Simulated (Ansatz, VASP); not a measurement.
# Os: VASP beside Ansatz

File POSCAR:

```
Os
1.0
    2.7341000000      0.0000000000      0.0000000000
   -1.3670500000      2.3678000565      0.0000000000
    0.0000000000      0.0000000000      4.3197000000
Os
2
Direct
    0.3333333333      0.6666666667      0.2500000000
    0.6666666667      0.3333333333      0.7500000000
```

The input INCAR.step1:

```
SYSTEM = Os
PREC     = Accurate       ! precision mode
ENCUT    = 520            ! plane-wave cutoff, eV
ISMEAR   = -1             ! smearing method
SIGMA    = 0.05           ! smearing width, eV
LREAL    = .False.        ! projectors in reciprocal space
LASPH    = .True.         ! aspherical terms in the spheres
NELM     = 60             ! most SCF steps
NBANDS   = 15             ! bands
GGA      = PE             ! functional
ALGO     = Normal         ! electronic algorithm
EDIFF    = 1E-4           ! SCF threshold, eV
LWAVE    = .True.         ! write WAVECAR
LCHARG   = .False.        ! write CHGCAR
```

The input INCAR.step2:

```
SYSTEM = Os
PREC     = Accurate       ! precision mode
ENCUT    = 520            ! plane-wave cutoff, eV
EDIFF    = 1E-8           ! SCF threshold, eV
ISMEAR   = -1             ! smearing method
SIGMA    = 0.05           ! smearing width, eV
LREAL    = .False.        ! projectors in reciprocal space
LASPH    = .True.         ! aspherical terms in the spheres
NELM     = 60             ! most SCF steps
ALGO     = Normal         ! electronic algorithm
ISIF     = 2              ! what is computed and relaxed
LWAVE    = .False.        ! write WAVECAR
LCHARG   = .False.        ! write CHGCAR
METAGGA  = R2SCAN         ! meta-GGA
LMIXTAU  = .True.       
LEFG     = .True.       
NBANDS   = 15             ! bands
ISTART   = 1
```

File KPOINTS:

```
Automatic mesh
0
Gamma
  14 14 8
  0 0 0
```

Input for Ansatz:

```yaml
crystal:
  lattice:
    - [2.7341, 0.0, 0.0]
    - [-1.36705, 2.3678000565, 0.0]
    - [0.0, 0.0, 4.3197]
  atoms:
    - { symbol: Os, position: [0.3333333333, 0.6666666667, 0.25] }
    - { symbol: Os, position: [0.6666666667, 0.3333333333, 0.75] }
kpoints:
  mp_grid: { grid: [14, 14, 8] }
scf:
  occupations: { method: fermi_dirac, width: 0.05 }
hamiltonian:
  xc: r2scan
  pseudopotentials: { kind: paw }
output:
  forces: true
  stress: true
  populations: true
  efg: { quadrupole_moments_barn: { Os: 0.856 }, contact_densities: true }
```

Alike in both runs: task electric field gradients; functional r2SCAN; k mesh 14 × 14 × 8; occupations fermi-dirac, width 0.05 eV; no spin polarisation.

|  | VASP | Ansatz |
| --- | --- | --- |
| version | VASP 6.6.1 | Ansatz 0.2.0 |
| potentials or method | VASP PAW PBE potentials, release 64 (Os) | plane-wave PAW, scalar-relativistic |
| plane-wave cutoff (eV) | 520 | 500 |
| valence electrons in the cell | 16 | 32 |

```csv
,VASP,Ansatz,Ansatz less VASP
pressure (GPa),2.0,1.0,-1.01
"traceless stress, the component that is largest in VASP (GPa)",-1.14,-1.16,-0.019
size of Vzz on the site where it differs most (V/Å²),74.6,55.4,-19.15
```

VASP's potentials were made for PBE, not for r2SCAN. With one functional, cell and mesh, what is left measures potentials, basis and numerics. VASP's potentials hold 16 valence electrons a cell and Ansatz's 32, so a difference there can come from the potentials and not from the codes.

Neither program's run includes spin-orbit coupling.
